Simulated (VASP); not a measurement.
A run of VASP 6.6.1:

The input INCAR:

```
PREC = Accurate
ENCUT = 520
EDIFF = 1E-7
ISMEAR = 0
SIGMA = 0.1
LREAL = False
LASPH = True
NELM = 100
ALGO = Normal
ISIF = 2
LWAVE = False
LCHARG = False
LDIPOL = True
IDIPOL = 3
DIPOL = 0.5 0.5 0.359
GGA = PS
IBRION = 2
NSW = 50
EDIFFG = -0.025
```

File KPOINTS:

```
regular mesh
0
Gamma
  9 9 1
```

POSCAR

```
Au3C
1.0
    2.8877312819      0.0000000000      0.0000000000
    0.0000000000      2.8877312819      0.0000000000
    0.0000000000      0.0000000000     19.5329374166
Au C
3 1
Selective dynamics
Direct
    0.5000000000      0.5000000000      0.2047823077  F F F
    0.0000000000      0.0000000000      0.3080165616  F F F
    0.5000000000      0.5000000000      0.4112508654  T T T
    0.5000000000      0.6666666667      0.5112567686  F F T
```

Potentials or basis: VASP PAW PBE potentials, release 64 (Au, C).

Launch:

```bash
$ cat potpaw_PBE.64/Au/POTCAR potpaw_PBE.64/C/POTCAR > POTCAR
$ mpirun -np 1 vasp_std > vasp.out
```

Hardware: 1 thread of Oxide Virtual Turin-like Processor, on a shared host.

Q: Estimate the wall time of this run.

A: It took 12 min on 1 thread of Oxide Virtual Turin-like Processor (shared host), peak memory 0.3 GiB. Counts: scf iterations 91, k points 25, ion steps 7.
